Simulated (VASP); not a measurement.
**Li: density of states with PBE**

Li:

```
CELL_PARAMETERS angstrom
1.55050 0.89518 7.58830
-1.55050 0.89518 7.58830
0.00000 -1.79036 7.58830
ATOMIC_POSITIONS crystal
Li 0.00000 0.00000 0.00000
Li 0.22200 0.22200 0.22200
Li 0.77800 0.77800 0.77800
```

```
Program                 : VASP 6.6.1
Task                    : density of states
Functional              : PBE
Potentials or basis     : VASP PAW PBE potentials, release 64 (Li_sv)
Cutoff                  : 520 eV
k mesh                  : 12 × 12 × 12
Occupations             : fermi-dirac, width 0.05 eV
Spin                    : no spin polarisation
Dipole correction       : no
k mesh for the DOS      : 18 × 18 × 18
Occupations for the DOS : tetrahedron
Further INCAR settings  : ALGO = Normal; EDIFF = 1e-06; NBANDS = 12
```

```yaml
Valence_electrons_inside_the_program's_atomic_spheres: Li 2.07
```

Levels at points of the mesh, in eV from the Fermi level:
```csv
k point,band 3,band 4,band 5,band 6,band 7,band 8
"(0.00, 0.00, 0.00)",-46.57,-3.50,-1.57,-1.57,5.53,5.56
"(0.50, 0.00, 0.00)",-46.57,-0.05,0.81,1.03,3.62,3.75
"(0.50, 0.50, 0.00)",-46.57,0.24,0.33,1.14,3.11,4.31
"(0.50, 0.50, 0.50)",-46.57,-3.02,-3.01,0.01,2.81,10.24
```

Wall time 37 min on 1 thread of AMD EPYC 7R13 Processor (Zen 3), with other jobs on the host, peak memory 0.61 GiB.
